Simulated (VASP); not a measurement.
Runs of VASP 6.6.1 on Cu. The structure is that of space group I4/mmm (No. 139), or close to it. The cells are those of the table. 

| cell | gap on the mesh (eV) | pressure (GPa) |
| --- | --- | --- |
| a = 2.560 Å, angles 104.9, 104.9, 119.1°, 1 atom | none | -4.3 |
| a = 2.516 Å, angles 104.9, 104.9, 119.1°, 1 atom | none | 1.9 |
| a = 2.509 Å, angles 105.8, 105.8, 117.1°, 1 atom | none | 1.3 |
| a = 2.504 Å, angles 106.8, 106.8, 115.0°, 1 atom | none | (b) |
| a = 2.548 Å, angles 106.8, 106.8, 115.0°, 1 atom | none | (a) |

Alike in all rows: task single point; level PBE; potentials or basis VASP PAW PBE potentials, release 64 (Cu); no spin polarisation; k mesh 24 × 24 × 24; cutoff (eV) 520; smearing gaussian 0.15 eV.

Q: Fill in the values left out.

A: (a) -5.3; (b) 1.0.

Caveats: the cell stands under tension (at least some runs); the stress differs along the axes, from -0 to 6 GPa (at least some runs).

A gap of «none» marks levels without a gap at the run's occupations.
